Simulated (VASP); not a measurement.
# Cs (Fm-3m) in VASP: settings compared, part 2 of 2

VASP 6.6.1. Earlier steps stand in the parts before.

### 5 Single point, PBE+D3(BJ)

This run uses another cell than the first one, of 112.35 Å³/atom, 0.913 times its volume.

Contents of INCAR:

```
SYSTEM = Cs
PREC = Accurate
ENCUT = 520
EDIFF = 1E-6
ISMEAR = -1
SIGMA = 0.05
LREAL = .FALSE.
LASPH = .TRUE.
NELM = 60
ALGO = Normal
ISIF = 2
LWAVE = .FALSE.
LCHARG = .FALSE.
GGA = PE
IVDW = 12
NBANDS = 10
```

Contents of KPOINTS:

```
Automatic mesh
0
G
  6 6 6
  0 0 0
```

Contents of POSCAR:

```
Cs
1.0
    0.0000000000      3.8298428325      3.8298428325
    3.8298428325      0.0000000000      3.8298428325
    3.8298428325      3.8298428325      0.0000000000
Cs
1
Direct
    0.0000000000      0.0000000000      0.0000000000
```

Potentials or basis: VASP PAW PBE potentials, release 64 (Cs_sv).

Command:

```
> cat potpaw_PBE.64/Cs_sv/POTCAR > POTCAR
> mpirun -np 1 vasp_std > vasp.out
```

OUTCAR:

```text
SYSTEM = Cs
   PREC = Accurate
   ENCUT = 520
   EDIFF = 1E-6
   ISMEAR = -1
   LREAL = .FALSE.
   LASPH = .TRUE.
   NELM = 60
   ISIF = 2
   GGA = PE
   IVDW = 12
 IVDW          = 12

 ion  position               nearest neighbor table
   1  0.000  0.000  0.000-

  LATTYP: Found a face centered cubic cell.
 ALAT       =     7.6596856650

  Lattice vectors:

 A1 = (   0.0000000000,   3.8298428325,   3.8298428325)
 A2 = (   3.8298428325,   0.0000000000,   3.8298428325)
 A3 = (   3.8298428325,   3.8298428325,   0.0000000000)

Analysis of symmetry for initial positions (statically):
=====================================================================
 Subroutine PRICEL returns:
 Original cell was already a primitive cell.

 Routine SETGRP: Setting up the symmetry group for a
 face centered cubic supercell.

 Subroutine GETGRP returns: Found 48 space group operations
 (whereof 48 operations were pure point group operations)
 out of a pool of 48 trial point group operations.

The static configuration has the point symmetry O_h .

Analysis of symmetry for dynamics (positions and initial velocities):
=====================================================================
 Subroutine PRICEL returns:
 Original cell was already a primitive cell.

 Routine SETGRP: Setting up the symmetry group for a
 face centered cubic supercell.

 Subroutine GETGRP returns: Found 48 space group operations
 (whereof 48 operations were pure point group operations)
 out of a pool of 48 trial point group operations.

The dynamic configuration has the point symmetry O_h .

 Subroutine INISYM returns: Found 48 space group operations
 (whereof 48 operations are pure point group operations),
 and found     1 'primitive' translations

----------------------------------------------------------------------------------------

                                     Primitive cell

  volume of cell :     112.3499

  direct lattice vectors                    reciprocal lattice vectors
     0.000000000  3.829842832  3.829842832    -0.130553660  0.130553660  0.130553660
     3.829842832  0.000000000  3.829842832     0.130553660 -0.130553660  0.130553660
     3.829842832  3.829842832  0.000000000     0.130553660  0.130553660 -0.130553660

  length of vectors
     5.416215675  5.416215675  5.416215675     0.226125573  0.226125573  0.226125573

  position of ions in fractional coordinates (direct lattice)
     0.000000000  0.000000000  0.000000000

  ion indices of the primitive-cell ions
   primitive index   ion index
                 1           1

----------------------------------------------------------------------------------------

 KPOINTS: Automatic mesh

Automatic generation of k-mesh.
 Grid dimensions read from file:
 generate k-points for:    6    6    6

 Generating k-lattice:

  Cartesian coordinates                     Fractional coordinates (reciprocal lattice)
    -0.021758943  0.021758943  0.021758943     0.166666667  0.000000000  0.000000000
     0.021758943 -0.021758943  0.021758943     0.000000000  0.166666667  0.000000000
     0.021758943  0.021758943 -0.021758943     0.000000000  0.000000000  0.166666667

  Length of vectors
     0.037687595  0.037687595  0.037687595

  Shift w.r.t. Gamma in fractional coordinates (k-lattice)
     0.000000000  0.000000000  0.000000000

 Subroutine IBZKPT returns following result:
 ===========================================

 Found     16 irreducible k-points:

 Following reciprocal coordinates:
            Coordinates               Weight
  0.000000  0.000000  0.000000      1.000000
  0.166667  0.000000  0.000000      8.000000
  0.333333  0.000000  0.000000      8.000000
  0.500000  0.000000  0.000000      4.000000
  0.166667  0.166667  0.000000      6.000000
  0.333333  0.166667  0.000000     24.000000
[... 8 lines left out ...]
 -0.333333  0.333333  0.166667     24.000000
 -0.333333  0.500000  0.166667     12.000000
   k-points           NKPTS =     16   k-points in BZ     NKDIM =     16   number of bands    NBANDS=     10
   number of dos      NEDOS =    301   number of ions     NIONS =      1
   total plane-waves  NPLWV =  64000
   dimension x,y,z NGX =    40 NGY =   40 NGZ =   40
   dimension x,y,z NGXF=    80 NGYF=   80 NGZF=   80
   ions per type =               1
   NGX,Y,Z   is equivalent  to a cutoff of  12.28, 12.28, 12.28 a.u.
   NGXF,Y,Z  is equivalent  to a cutoff of  24.56, 24.56, 24.56 a.u.
 SYSTEM =  Cs
   PREC   = accura    normal or accurate (medium, high low for compatibility)
   ISTART =      0    job   : 0-new  1-cont  2-samecut
   ICHARG =      2    charge: 1-file 2-atom 10-const
   ISPIN  =      1    spin polarized calculation?
   LNONCOLLINEAR =      F non collinear calculations
   LSORBIT =      F    spin-orbit coupling
   LASPH  =      T    aspherical Exc in radial PAW
   ENCUT  =  520.0 eV  38.22 Ry    6.18 a.u.  10.07 10.07 10.07*2*pi/ulx,y,z
   NELM   =     60;   NELMIN=  2; NELMDL= -5     # of ELM steps
   EDIFF  = 0.1E-05   stopping-criterion for ELM
   LREAL  =      F    real-space projection
   EDIFFG = 0.1E-04   stopping-criterion for IOM
   NSW    =      0    number of steps for IOM
   IBRION =     -1    ionic relax: 0-MD 1-quasi-New 2-CG
   NFREE  =      0    steps in history (QN), initial steepest desc. (CG)
   ISIF   =      2    stress and relaxation
   ISYM   =      2    0-nonsym 1-usesym 2-fastsym
   POTIM  = 0.5000    time-step for ionic-motion
   TEBEG  =    0.0;   TEEND  =   0.0 temperature during run
   PSTRESS=    0.0 pullay stress
   NELECT =       9.0000    total number of electrons
   NUPDOWN=      -1.0000    fix difference up-down
   EMIN   =  10.00;   EMAX   =-10.00  energy-range for DOS
   EFERMI =   0.00;   METHOD = LEGACY
   ISMEAR =    -1;   SIGMA  =   0.05  broadening in eV -4-tet -1-fermi 0-gaus
   EFERMI_NEDOS =   21; number of points for ismear=-14 and -15
   IALGO  =     38    algorithm
   IMIX   =      4    mixing-type and parameters
     AMIX     =   0.40;   BMIX     =  1.00
     AMIX_MAG =   1.60;   BMIX_MAG =  1.00
  volume/ion in A,a.u.               =     112.35       758.17
  Fermi-wavevector in a.u.,A,eV,Ry     =   0.705718  1.333614  6.776223  0.498038
  Thomas-Fermi vector in A             =   1.791305
   LORBIT       =      0    0 simple, 1 ext, 2 COOP (PROOUT), +10 PAW based schemes
   GGA     = PE    functional components
   LHFCALC =     F    Hartree Fock is set to
   AEXX    =    0.0000 exact exchange contribution
   IVDW    =    12    specifies the selected vdW correction
   LEPSILON=     F    determine dielectric tensor
   LRPA    =     F    only Hartree local field effects (RPA)
 non-spin polarized calculation
  energy-cutoff  :      520.00
  volume of cell :      112.35
 maximum number of plane-waves:      3044
   NGX = 21   NGY = 21   NGZ = 21

 number of electron       9.0000000 magnetization

 Free energy of the ion-electron system (eV)
  ---------------------------------------------------
  ext. energy  EPLUGINS =         0.00000000
  ---------------------------------------------------
  free energy    TOTEN  =        -0.84464365 eV

  energy without entropy =       -0.83018738  energy(sigma->0) =       -0.83741551

 E-fermi :   0.4937     XC(G=0):  -5.4654

 val. band max:        0.4750302267   @ k =   0.5000   0.0000   0.0000
 cond. band min:       0.6169570714   @ k =   0.5000   0.1667   0.0000
 fundamental gap:      0.1419268447
 Fermi energy:         0.4937151550

 k-point     1 :       0.0000    0.0000    0.0000
  band No.  band energies     occupation
      1     -23.3264      2.00000
      2     -10.0677      2.00000
      3     -10.0677      2.00000
      4     -10.0677      2.00000
      5      -1.1901      2.00000
      6       2.9738      0.00000
      7       2.9738      0.00000
      8       2.9738      0.00000
      9       4.0831      0.00000
     10       4.0831      0.00000

 k-point     2 :       0.1667    0.0000    0.0000
  band No.  band energies     occupation
      1     -23.3247      2.00000
      2     -10.1056      2.00000
      3     -10.0727      2.00000
      4     -10.0727      2.00000
      5      -0.8995      2.00000
      6       2.5038      0.00000
      7       3.0760      0.00000
      8       3.0760      0.00000
      9       3.9130      0.00000
     10       3.9130      0.00000
[... 170 lines left out ...]
 k-point    16 :      -0.3333    0.5000    0.1667
  band No.  band energies     occupation
      1     -23.3174      2.00000
      2     -10.1850      2.00000
      3     -10.1426      2.00000
      4     -10.1223      2.00000
      5       1.0888      0.00001
      6       1.6271      0.00000
      7       1.8460      0.00000
      8       2.9905      0.00000
      9       4.8417      0.00000
     10       4.9630      0.00000

------------------------ aborting loop because EDIFF is reached ----------------------------------------

 Edisp (eV)   -0.09057

 E8    (eV) :    -0.0541

  FORCE on cell =-STRESS in cart. coord.  units (eV):
  Direction    XX          YY          ZZ          XY          YZ          ZX
  --------------------------------------------------------------------------------------
  -------------------------------------------------------------------------------------
  Total      -0.00891    -0.00891    -0.00891     0.00000     0.00000     0.00000
  in kB      -0.12708    -0.12708    -0.12708     0.00000     0.00000     0.00000
  external pressure =       -0.13 kB  Pullay stress =        0.00 kB

 VOLUME and BASIS-vectors are now :
 -----------------------------------------------------------------------------
  energy-cutoff  :      520.00
  volume of cell :      112.35
      direct lattice vectors                 reciprocal lattice vectors
     0.000000000  3.829842832  3.829842832    -0.130553660  0.130553660  0.130553660
     3.829842832  0.000000000  3.829842832     0.130553660 -0.130553660  0.130553660
     3.829842832  3.829842832  0.000000000     0.130553660  0.130553660 -0.130553660

 POSITION                                       TOTAL-FORCE (eV/Angst)
 -----------------------------------------------------------------------------------
      0.00000      0.00000      0.00000        -0.000000     -0.000000      0.000000
 -----------------------------------------------------------------------------------
    total drift:                               -0.000000     -0.000000     -0.000000

  FREE ENERGIE OF THE ION-ELECTRON SYSTEM (eV)
  ---------------------------------------------------
  free  energy   TOTEN  =        -0.9352171488 eV

  energy  without entropy=       -0.9207608793  energy(sigma->0) =       -0.92798901
```

OSZICAR:

```text
N       E                     dE             d eps       ncg     rms          rms(c)
DAV:   1     0.515496596039E+02    0.51550E+02   -0.29071E+03   320   0.629E+02
DAV:   2     0.459671886896E+01   -0.46953E+02   -0.45880E+02   398   0.107E+02
DAV:   3    -0.766409601124E+00   -0.53631E+01   -0.53435E+01   372   0.424E+01
DAV:   4    -0.843029935388E+00   -0.76620E-01   -0.76594E-01   404   0.617E+00
DAV:   5    -0.843434674258E+00   -0.40474E-03   -0.40472E-03   446   0.390E-01    0.128E-01
DAV:   6    -0.843767270136E+00   -0.33260E-03   -0.13694E-03   400   0.180E-01    0.869E-02
DAV:   7    -0.844549679594E+00   -0.78241E-03   -0.32430E-03   354   0.286E-01    0.364E-02
DAV:   8    -0.844643001630E+00   -0.93322E-04   -0.11953E-04   360   0.702E-02    0.412E-03
DAV:   9    -0.844644547749E+00   -0.15461E-05   -0.33502E-06   484   0.955E-03    0.309E-03
DAV:  10    -0.844643648830E+00    0.89892E-06   -0.10350E-06   358   0.471E-03
   1 F= -.93521715E+00 E0= -.92798901E+00  d E =-.144563E-01
```

Run time: 12 s. Hardware: 1 thread of Intel Xeon Platinum 8259CL at 2.50GHz (Skylake/Cascade Lake), shared host; peak memory 0.24 GiB.

Results:

* Free energy: -0.9352 eV
* Pressure: 0.0 GPa
* Dispersion energy per atom: -0.091 eV

Caveat: three body term missing; spin-orbit coupling is left out, which moves the levels of the heavy elements; pairwise dispersion overbinds metals, which lowers pressure and volume.

### 6 Single point, PBE+D4

This run uses another cell than the first one, of 112.83 Å³/atom, 0.917 times its volume.

Contents of INCAR:

```
PREC = Accurate
ENCUT = 520
EDIFF = 1E-7
ISMEAR = -1
SIGMA = 0.05
LREAL = F
LASPH = T
NELM = 60
ALGO = Normal
ISIF = 2
LWAVE = F
LCHARG = F
GGA = PE
IVDW = 13
NBANDS = 10
```

Contents of KPOINTS:

```
Automatic mesh
0
Gamma
  6 6 6
```

Contents of POSCAR:

```
Cs
1.0
    0.0000000000      3.8353389695      3.8353389695
    3.8353389695      0.0000000000      3.8353389695
    3.8353389695      3.8353389695      0.0000000000
Cs
1
Direct
    0.0000000000      0.0000000000      0.0000000000
```

Potentials or basis: VASP PAW PBE potentials, release 64 (Cs_sv).

Command:

```
> cat potpaw_PBE.64/Cs_sv/POTCAR > POTCAR
> mpirun -np 1 vasp_std > vasp.out
```

Wall time 16 s (1 thread of Intel Xeon Platinum 8259CL at 2.50GHz (Skylake/Cascade Lake), shared host); peak memory 0.24 GiB.

Results (log left out):

```yaml
Free_energy: -0.9102 eV
Pressure: 0.0 GPa
Dispersion_energy_per_atom: -0.065 eV
```

Levels at points of the mesh, in eV from the Fermi level:
```csv
k point,band 2,band 3,band 4,band 5,band 6,band 7,band 8,band 9
"(0.00, 0.00, 0.00)",-10.56,-10.56,-10.56,-1.68,2.48,2.48,2.48,3.58
"(0.50, 0.00, 0.00)",-10.71,-10.58,-10.58,-0.02,0.80,2.33,2.33,4.39
"(0.50, 0.50, 0.00)",-10.70,-10.62,-10.62,0.27,1.05,1.48,4.09,4.09
```

Caveat: spin-orbit coupling is left out, which moves the levels of the heavy elements; pairwise dispersion overbinds metals, which lowers pressure and volume.

### 7 Summary

```csv
level,cell,k mesh,gap on the mesh (eV),pressure (GPa)
PBEsol,"a = 5.584 Å, angles 60.0°, 1 atom",4 × 4 × 4,none,-0.2
r2SCAN,"a = 5.584 Å, angles 60.0°, 1 atom",4 × 4 × 4,none,0.0
PBE+D3(BJ),"a = 5.412 Å, angles 60.0°, 1 atom",6 × 6 × 6,none,0.0
PBE+D3(BJ),"a = 5.416 Å, angles 60.0°, 1 atom",6 × 6 × 6,none,0.0
PBE+D4,"a = 5.424 Å, angles 60.0°, 1 atom",6 × 6 × 6,none,0.0
```

Alike in all rows: task single point; potentials or basis VASP PAW PBE potentials, release 64 (Cs_sv); no spin polarisation; cutoff (eV) 520; smearing fermi-dirac 0.05 eV.

Caveats: spin-orbit coupling is left out, which moves the levels of the heavy elements; pairwise dispersion overbinds metals, which lowers pressure and volume (some runs); the PAW data sets were made with another functional, which shifts forces and pressure a little (some runs); three body term missing (some runs).

Absolute energies hang on the potentials; compare differences alone.
